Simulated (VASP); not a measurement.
# SiC (NiAs type) (P6_3/mmc) in VASP: relaxation of cell and atoms with PBE

Aim: the relaxation of cell and atoms of SiC (NiAs type) with PBE.

Everything below comes from runs of VASP 6.6.1. Logs are shortened: lines on timing, memory, paths and dates and some standing lists are left out, and cuts for length are marked.

## 1. The cell of the first run

Symmetry: P6_3/mmc, No. 194, hexagonal system. Conventional cell: a = 2.688 Å, b = 2.688 Å, c = 4.166 Å, α = 90.00°, β = 90.00°, γ = 120.00°. Si (site symmetry -3m) has 6 C at 1.87 Å and 2 Si at 2.08 Å within 2.5 Å. C (site symmetry -6m2) has 6 Si at 1.87 Å and 12 C at 2.60 to 2.69 Å within 2.7 Å.

## 2. Relaxation of cell and atoms, PBE, target pressure 100 GPa, at which the enthalpy is minimised

The input, INCAR:

```
PREC     = Accurate       # precision mode
ENCUT    = 600            # plane-wave cutoff, eV
EDIFF    = 1E-7           # SCF threshold, eV
ISMEAR   = -1             # smearing method
SIGMA    = 0.1            # smearing width, eV
LREAL    = False          # projectors in reciprocal space
LASPH    = True           # aspherical terms in the spheres
NELM     = 60             # most SCF steps
ALGO     = Normal         # electronic algorithm
ISIF     = 3              # what is computed and relaxed
LWAVE    = False          # write WAVECAR
LCHARG   = False          # write CHGCAR
GGA      = PE             # functional
IBRION   = 2              # ionic algorithm
NSW      = 60             # ionic steps
EDIFFG   = -0.005         # ionic threshold
PSTRESS  = 1000.0
```

The input, KPOINTS:

```
Automatic mesh
0
Gamma
  13 13 7
```

The input, POSCAR:

```
SiC
1.0
    2.6880113087      0.0000000000      0.0000000000
   -1.3440056543      2.3278860790      0.0000000000
    0.0000000000      0.0000000000      4.1664175284
Si C
2 2
Direct
    0.0000000000      0.0000000000      0.0000000000
    0.0000000000      0.0000000000      0.5000000000
    0.3333333333      0.6666666667      0.2500000000
    0.6666666667      0.3333333333      0.7500000000
```

Potentials or basis: VASP PAW PBE potentials, release 64 (Si, C).

Started as:

```sh
> cat potpaw_PBE.64/Si/POTCAR potpaw_PBE.64/C/POTCAR > POTCAR
> mpirun -np 1 vasp_std > vasp.out
```

OUTCAR:

```text
PREC = Accurate
   ENCUT = 600
   EDIFF = 1E-7
   ISMEAR = -1
   LREAL = False
   LASPH = True
   NELM = 60
   ISIF = 3
   GGA = PE
   IBRION = 2
   NSW = 60
   EDIFFG = -0.005
   PSTRESS = 1000.0

 ion  position               nearest neighbor table
   1  0.000  0.000  0.000-   3 1.87   4 1.87   3 1.87   4 1.87   4 1.87   3 1.87   2 2.08   2 2.08

   2  0.000  0.000  0.500-   3 1.87   4 1.87   3 1.87   4 1.87   4 1.87   3 1.87   1 2.08   1 2.08

   3  0.333  0.667  0.250-   1 1.87   2 1.87   1 1.87   2 1.87   1 1.87   2 1.87
   4  0.667  0.333  0.750-   1 1.87   2 1.87   1 1.87   2 1.87   1 1.87   2 1.87

  LATTYP: Found a hexagonal cell.
 ALAT       =     2.6880113087
 C/A-ratio  =     1.5500000000

  Lattice vectors:

 A1 = (   2.6880113087,   0.0000000000,   0.0000000000)
 A2 = (  -1.3440056543,   2.3278860790,   0.0000000000)
 A3 = (   0.0000000000,   0.0000000000,   4.1664175284)

Analysis of symmetry for initial positions (statically):
=====================================================================
 Subroutine PRICEL returns:
 Original cell was already a primitive cell.

 Routine SETGRP: Setting up the symmetry group for a
 hexagonal supercell.

 Subroutine GETGRP returns: Found 24 space group operations
 (whereof 12 operations were pure point group operations)
 out of a pool of 24 trial point group operations.

The static configuration has the point symmetry D_3d.
 The point group associated with its full space group is D_6h.

Analysis of symmetry for dynamics (positions and initial velocities):
=====================================================================
 Subroutine PRICEL returns:
 Original cell was already a primitive cell.

 Routine SETGRP: Setting up the symmetry group for a
 hexagonal supercell.

 Subroutine GETGRP returns: Found 24 space group operations
 (whereof 12 operations were pure point group operations)
 out of a pool of 24 trial point group operations.

The dynamic configuration has the point symmetry D_3d.
 The point group associated with its full space group is D_6h.

 Subroutine INISYM returns: Found 24 space group operations
 (whereof 12 operations are pure point group operations),
 and found     1 'primitive' translations

----------------------------------------------------------------------------------------

                                     Primitive cell

  volume of cell :      26.0709

  direct lattice vectors                    reciprocal lattice vectors
     2.688011309  0.000000000  0.000000000     0.372022244  0.214787143  0.000000000
    -1.344005654  2.327886079  0.000000000     0.000000000  0.429574286  0.000000000
     0.000000000  0.000000000  4.166417528     0.000000000  0.000000000  0.240014351

  length of vectors
     2.688011309  2.688011309  4.166417528     0.429574286  0.429574286  0.240014351

  position of ions in fractional coordinates (direct lattice)
     0.000000000  0.000000000  0.000000000
     0.000000000  0.000000000  0.500000000
     0.333333333  0.666666667  0.250000000
     0.666666667  0.333333333  0.750000000

  ion indices of the primitive-cell ions
   primitive index   ion index
                 1           1
                 2           2
                 3           3
                 4           4

----------------------------------------------------------------------------------------

 KPOINTS: Automatic mesh

Automatic generation of k-mesh.
 Grid dimensions read from file:
 generate k-points for:   13   13    7

 Generating k-lattice:

  Cartesian coordinates                     Fractional coordinates (reciprocal lattice)
     0.028617096  0.016522088  0.000000000     0.076923077  0.000000000  0.000000000
     0.000000000  0.033044176  0.000000000     0.000000000  0.076923077  0.000000000
     0.000000000  0.000000000  0.034287764     0.000000000  0.000000000  0.142857143

  Length of vectors
     0.033044176  0.033044176  0.034287764

  Shift w.r.t. Gamma in fractional coordinates (k-lattice)
     0.000000000  0.000000000  0.000000000

 Subroutine IBZKPT returns following result:
 ===========================================

 Found     84 irreducible k-points:

 Following reciprocal coordinates:
            Coordinates               Weight
  0.000000  0.000000  0.000000      1.000000
  0.076923  0.000000  0.000000      6.000000
  0.153846  0.000000  0.000000      6.000000
  0.230769  0.000000  0.000000      6.000000
  0.307692  0.000000  0.000000      6.000000
  0.384615  0.000000  0.000000      6.000000
[... 16 lines left out ...]
  0.076923  0.000000  0.142857     12.000000
  0.153846  0.000000  0.142857     12.000000
 [... further k-points ...]
   k-points           NKPTS =     84   k-points in BZ     NKDIM =     84   number of bands    NBANDS=     12
   number of dos      NEDOS =    301   number of ions     NIONS =      4
   total plane-waves  NPLWV =  20736
   dimension x,y,z NGX =    24 NGY =   24 NGZ =   36
   dimension x,y,z NGXF=    48 NGYF=   48 NGZF=   72
   ions per type =               2   2
   NGX,Y,Z   is equivalent  to a cutoff of  14.84, 14.84, 14.36 a.u.
   NGXF,Y,Z  is equivalent  to a cutoff of  29.69, 29.69, 28.73 a.u.
 SYSTEM =  unknown system
   PREC   = accura    normal or accurate (medium, high low for compatibility)
   ISTART =      0    job   : 0-new  1-cont  2-samecut
   ICHARG =      2    charge: 1-file 2-atom 10-const
   ISPIN  =      1    spin polarized calculation?
   LNONCOLLINEAR =      F non collinear calculations
   LSORBIT =      F    spin-orbit coupling
   LASPH  =      T    aspherical Exc in radial PAW
   ENCUT  =  600.0 eV  44.10 Ry    6.64 a.u.   5.37  5.37  8.32*2*pi/ulx,y,z
   NELM   =     60;   NELMIN=  2; NELMDL= -5     # of ELM steps
   EDIFF  = 0.1E-06   stopping-criterion for ELM
   LREAL  =      F    real-space projection
   EDIFFG = -.5E-02   stopping-criterion for IOM
   NSW    =     60    number of steps for IOM
   IBRION =      2    ionic relax: 0-MD 1-quasi-New 2-CG
   NFREE  =      1    steps in history (QN), initial steepest desc. (CG)
   ISIF   =      3    stress and relaxation
   ISYM   =      2    0-nonsym 1-usesym 2-fastsym
   POTIM  = 0.5000    time-step for ionic-motion
   TEBEG  =    0.0;   TEEND  =   0.0 temperature during run
   PSTRESS= 1000.0 pullay stress
   NELECT =      16.0000    total number of electrons
   NUPDOWN=      -1.0000    fix difference up-down
   EMIN   =  10.00;   EMAX   =-10.00  energy-range for DOS
   EFERMI =   0.00;   METHOD = LEGACY
   ISMEAR =    -1;   SIGMA  =   0.10  broadening in eV -4-tet -1-fermi 0-gaus
   EFERMI_NEDOS =   21; number of points for ismear=-14 and -15
   IALGO  =     38    algorithm
   IMIX   =      4    mixing-type and parameters
     AMIX     =   0.40;   BMIX     =  1.00
     AMIX_MAG =   1.60;   BMIX_MAG =  1.00
  volume/ion in A,a.u.               =       6.52        43.98
  Fermi-wavevector in a.u.,A,eV,Ry     =   1.391222  2.629027 26.334040  1.935497
  Thomas-Fermi vector in A             =   2.515081
   LORBIT       =      0    0 simple, 1 ext, 2 COOP (PROOUT), +10 PAW based schemes
   GGA     = PE    functional components
   LHFCALC =     F    Hartree Fock is set to
   AEXX    =    0.0000 exact exchange contribution
   IVDW    =     0    specifies the selected vdW correction
   LEPSILON=     F    determine dielectric tensor
   LRPA    =     F    only Hartree local field effects (RPA)
 conjugate gradient relaxation of ions
 non-spin polarized calculation
  energy-cutoff  :      600.00
  volume of cell :       26.07
 maximum number of plane-waves:       887
 NGX is ok and might be reduce to    24
   NGX = 11   NGY = 11   NGZ = 17

--------------------------------------- Ionic step        1  -------------------------------------------

 number of electron      16.0000000 magnetization

 Free energy of the ion-electron system (eV)
  ---------------------------------------------------
  ext. energy  EPLUGINS =         0.00000000
  ---------------------------------------------------
  free energy    TOTEN  =       -24.29384475 eV

  energy without entropy =      -24.29116261  energy(sigma->0) =      -24.29250368

------------------------ aborting loop because EDIFF is reached ----------------------------------------

  FORCE on cell =-STRESS in cart. coord.  units (eV):
  Direction    XX          YY          ZZ          XY          YZ          ZX
  --------------------------------------------------------------------------------------
  -------------------------------------------------------------------------------------
  Total       13.6038067     13.6038067     31.4342381      0.0000000      0.0000000      0.0000000
  in kB      836.0176172    836.0176172   1931.7811176      0.0000000      0.0000000      0.0000000
  external PRESSURE =     201.2721174 kB  Pullay stress =    1000.0000000 kB

 VOLUME and BASIS-vectors are now :
 -----------------------------------------------------------------------------
  energy-cutoff  :      600.00
  volume of cell :       26.07
      direct lattice vectors                 reciprocal lattice vectors
     2.688011309  0.000000000  0.000000000     0.372022244  0.214787143  0.000000000
    -1.344005654  2.327886079  0.000000000     0.000000000  0.429574286  0.000000000
     0.000000000  0.000000000  4.166417528     0.000000000  0.000000000  0.240014351
[... 290 lines left out ...]
  FREE ENERGIE OF THE ION-ELECTRON SYSTEM (eV)
  ---------------------------------------------------
  free  energy   TOTEN  =       -25.1027793491 eV

  energy  without entropy=      -25.0999721668  energy(sigma->0) =      -25.10137576

  enthalpy is  TOTEN    =        -8.5294685326 eV   P V=       16.5733108164

--------------------------------------- Ionic step        9  -------------------------------------------

 number of electron      15.9999999 magnetization

 Free energy of the ion-electron system (eV)
  ---------------------------------------------------
  ext. energy  EPLUGINS =         0.00000000
  ---------------------------------------------------
  free energy    TOTEN  =       -25.11635950 eV

  energy without entropy =      -25.11345982  energy(sigma->0) =      -25.11490966

 E-fermi :  16.0441     XC(G=0): -13.6897

 val. band max:       16.0138587351   @ k =   0.3077   0.3077   0.0000
 cond. band min:      16.5697981529   @ k =   0.3846   0.2308   0.0000
 fundamental gap:      0.5559394178
 Fermi energy:        16.0441232470

 k-point     1 :       0.0000    0.0000    0.0000
  band No.  band energies     occupation
      1      -5.2212      2.00000
      2       0.5377      2.00000
      3       2.3441      2.00000
      4      14.6391      2.00000
      5      14.6391      2.00000
      6      15.6997      1.93809
      7      15.8041      1.83364
      8      15.8041      1.83364
      9      21.4364      0.00000
     10      23.8376      0.00000
     11      25.5637      0.00000
     12      25.5637      0.00000

 k-point     2 :       0.0769    0.0000    0.0000
  band No.  band energies     occupation
      1      -5.0708      2.00000
      2       0.6658      2.00000
      3       2.4957      2.00000
      4      13.6311      2.00000
      5      14.1880      2.00000
      6      15.3415      1.99823
      7      15.6194      1.97180
      8      15.8977      1.62442
      9      21.5505      0.00000
     10      24.3110      0.00000
     11      25.2739      0.00000
     12      25.7398      0.00000
[... 316 lines left out ...]
 k-point    24 :       0.1538    0.0000    0.1429
  band No.  band energies     occupation
      1      -4.4838      2.00000
      2       0.0641      2.00000
      3       4.1442      2.00000
      4      11.5756      2.00000
      5      13.4450      2.00000
      6      13.9101      2.00000
      7      14.5877      2.00000
      8      15.6234      1.97067
      9      21.3742      0.00000
     10      22.9698      0.00000
     11      24.5537      0.00000
     12      25.0316      0.00000

 [... further k-points ...]

------------------------ aborting loop because EDIFF is reached ----------------------------------------

  FORCE on cell =-STRESS in cart. coord.  units (eV):
  Direction    XX          YY          ZZ          XY          YZ          ZX
  --------------------------------------------------------------------------------------
  -------------------------------------------------------------------------------------
  Total       16.5935935     16.5935935     16.5927209      0.0000000      0.0000000      0.0000000
  in kB     1000.4146000   1000.4146000   1000.3619910      0.0000000      0.0000000      0.0000000
  external PRESSURE =       0.3970637 kB  Pullay stress =    1000.0000000 kB

 VOLUME and BASIS-vectors are now :
 -----------------------------------------------------------------------------
  energy-cutoff  :      600.00
  volume of cell :       26.57
      direct lattice vectors                 reciprocal lattice vectors
     2.633823818  0.000000000  0.000000000     0.379676117  0.219206108 -0.000000000
    -1.316911909  2.280958336 -0.000000000    -0.000000000  0.438412217  0.000000000
     0.000000000 -0.000000000  4.423509205    -0.000000000  0.000000000  0.226064862

 POSITION                                       TOTAL-FORCE (eV/Angst)
 -----------------------------------------------------------------------------------
      2.63382      0.00000      0.00000         0.000000      0.000000      0.000000
      2.63382      0.00000      2.21175         0.000000     -0.000000      0.000000
     -0.00000      1.52064      1.10588         0.000000     -0.000000      0.000000
      1.31691      0.76032      3.31763        -0.000000      0.000000     -0.000000
 -----------------------------------------------------------------------------------
    total drift:                               -0.000000      0.000000      0.000000

  FREE ENERGIE OF THE ION-ELECTRON SYSTEM (eV)
  ---------------------------------------------------
  free  energy   TOTEN  =       -25.1163595026 eV

  energy  without entropy=      -25.1134598210  energy(sigma->0) =      -25.11490966

  enthalpy is  TOTEN    =        -8.5296428378 eV   P V=       16.5867166647

 reached required accuracy - stopping structural energy minimisation
```

It took 2.6 min on 1 thread of Intel Xeon 8259CL, shared host; peak memory 0.18 GiB.

What came out:

```
Free energy                                                : -25.1164 eV
Relaxed volume                                             : 6.64 Å³/atom
Relaxed cell                                               : a = 2.634 Å, b = 2.634 Å, c = 4.424 Å, α = 90.00°, β = 90.00°, γ = 120.00°
Space group after relaxing (to 0.1 Å)                      : P6_3/mmc (No. 194)
Energy change on relaxing (the run minimises the enthalpy) : -205.6 meV/atom
Ionic steps                                                : 9
Pressure after relaxing                                    : 100.0 GPa
```

The path:
```csv
step,energy change (eV),largest force (eV/Å),pressure (GPa),volume (Å³)
1,0.0000,0.0000,120.13,26.07
2,-0.8721,0.0000,56.41,28.89
3,-1.1826,0.0000,86.43,27.19
4,-1.1292,0.0000,88.75,27.10
5,-0.1696,0.0000,121.93,25.66
6,-0.8392,0.0000,99.37,26.60
7,-0.8330,0.0000,99.59,26.59
8,-0.8089,0.0000,100.61,26.55
9,-0.8225,0.0000,100.04,26.57
```

Final structure:
```
CELL_PARAMETERS angstrom
2.63382 0.00000 0.00000
-1.31691 2.28096 0.00000
0.00000 0.00000 4.42351
ATOMIC_POSITIONS crystal
Si 0.00000 0.00000 0.00000
Si 0.00000 0.00000 0.50000
C 0.33333 0.66667 0.25000
C 0.66667 0.33333 0.75000
```

Caveat: the cell is relaxed towards a set pressure, so the run minimises the enthalpy, not the energy.
